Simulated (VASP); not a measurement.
Set up this calculation in VASP 6.6.1, as the native input.

```yaml
Task: single point
Functional: r2SCAN
Potentials_or_basis: VASP PAW PBE potentials, release 64 (Ag)
Cutoff: 520 eV
k_mesh: 20 × 20 × 20
Occupations: gaussian, width 0.15 eV
Spin: no spin polarisation
Dipole_correction: no
Further_INCAR_settings: ALGO = Normal; EDIFF = 1e-06; NBANDS = 12
```

Crystal: Ag.

```
CELL_PARAMETERS angstrom
0.00000 2.01245 2.10439
2.01245 0.00000 2.10439
2.01245 2.01245 0.00000
ATOMIC_POSITIONS crystal
Ag 0.00000 0.00000 0.00000
```

This cell differs from its parent crystal: strain -0.015 along x and y, +0.030 along z.

One way to write it, as run:

POSCAR

```
Ag
1.0
    0.0000000000      2.0124535000      2.1043930000
    2.0124535000      0.0000000000      2.1043930000
    2.0124535000      2.0124535000      0.0000000000
Ag
1
Direct
    0.0000000000      0.0000000000      0.0000000000
```

INCAR.step1

```
SYSTEM = Ag
PREC     = Accurate       ! precision mode
ENCUT    = 520            ! plane-wave cutoff, eV
ISMEAR   = 0              ! smearing method
SIGMA    = 0.15           ! smearing width, eV
LREAL    = .False.        ! projectors in reciprocal space
LASPH    = .True.         ! aspherical terms in the spheres
NELM     = 80             ! most SCF steps
NBANDS   = 12             ! bands
GGA      = PE             ! functional
ALGO     = Normal         ! electronic algorithm
EDIFF    = 1E-4           ! SCF threshold, eV
LWAVE    = .True.         ! write WAVECAR
LCHARG   = .False.        ! write CHGCAR
```

INCAR.step2

```
SYSTEM = Ag
PREC     = Accurate       ! precision mode
ENCUT    = 520            ! plane-wave cutoff, eV
EDIFF    = 1E-6           ! SCF threshold, eV
ISMEAR   = 0              ! smearing method
SIGMA    = 0.15           ! smearing width, eV
LREAL    = .False.        ! projectors in reciprocal space
LASPH    = .True.         ! aspherical terms in the spheres
NELM     = 80             ! most SCF steps
ALGO     = Normal         ! electronic algorithm
ISIF     = 2              ! what is computed and relaxed
LWAVE    = .False.        ! write WAVECAR
LCHARG   = .False.        ! write CHGCAR
METAGGA  = R2SCAN         ! meta-GGA
LMIXTAU  = .True.       
NBANDS   = 12             ! bands
ISTART   = 1
```

KPOINTS

```
regular mesh
0
Gamma
  20 20 20
  0 0 0
```

Potentials or basis: VASP PAW PBE potentials, release 64 (Ag).

Run with:

```bash
$ cat potpaw_PBE.64/Ag/POTCAR > POTCAR
$ cp INCAR.step1 INCAR
$ mpirun -np 1 vasp_std > vasp.out
$ cp INCAR.step2 INCAR
$ mpirun -np 1 vasp_std > vasp.out
```

It gave:

```json
{
 "Pressure": "1.7 GPa",
 "Band gap on the k mesh": "zero (an odd number of electrons rules out a gap without spin polarisation)"
}
```

Caveat: the cell differs from its parent crystal (strain -0.015 along x and y, +0.030 along z); the PAW data sets were made with another functional, which shifts forces and pressure a little.

Wall time 2.5 min on 1 thread of Intel(R) Xeon(R) 6975P-C (Granite Rapids) (shared host), peak memory 0.25 GiB.
